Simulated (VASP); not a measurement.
Zn: single point with LDA

Zn:

```xyz
1
Lattice="2.4534 0.0000 0.0000 0.0000 2.4534 0.0000 0.0000 0.0000 2.4534" Properties=species:S:1:pos:R:3 pbc="T T T"
Zn    0.0000    0.0000    0.0000
```

This cell differs from its parent crystal: volume scaled by 0.92.

| Item | Value |
| --- | --- |
| Program | VASP 6.6.1 |
| Task | single point |
| Functional | LDA |
| Potentials or basis | VASP PAW LDA potentials, release 64 (Zn) |
| Cutoff | 520 eV |
| k mesh | 14 × 14 × 14 |
| Occupations | fermi-dirac, width 0.1 eV |
| Spin | no spin polarisation |
| Dipole correction | no |
| Further INCAR settings | ALGO = Normal; EDIFF = 1e-07; NBANDS = 12 |

```
Pressure               : 8.1 GPa
Band gap on the k mesh : zero (band 6 reaches 9.17 eV, above the bottom of band 7 at 0.13 eV)
```

Levels at points of the mesh, in eV from the Fermi level:
| k point | band 4 | band 5 | band 6 | band 7 | band 8 | band 9 |
| --- | --- | --- | --- | --- | --- | --- |
| (0.00, 0.00, 0.00) | -6.98 | -6.98 | -6.98 | 13.98 | 13.98 | 13.98 |
| (0.50, 0.00, 0.00) | -7.48 | -6.94 | -3.61 | -2.72 | 19.50 | 19.50 |
| (0.50, 0.50, 0.00) | -7.39 | -6.61 | 1.35 | 1.35 | 3.82 | 6.76 |
| (0.50, 0.50, 0.50) | -6.58 | -6.58 | 6.32 | 6.32 | 6.32 | 11.66 |

It took 10 s on 1 thread of Intel(R) Xeon(R) Platinum 8488C (Sapphire Rapids), on a shared host, peak memory 0.12 GiB.
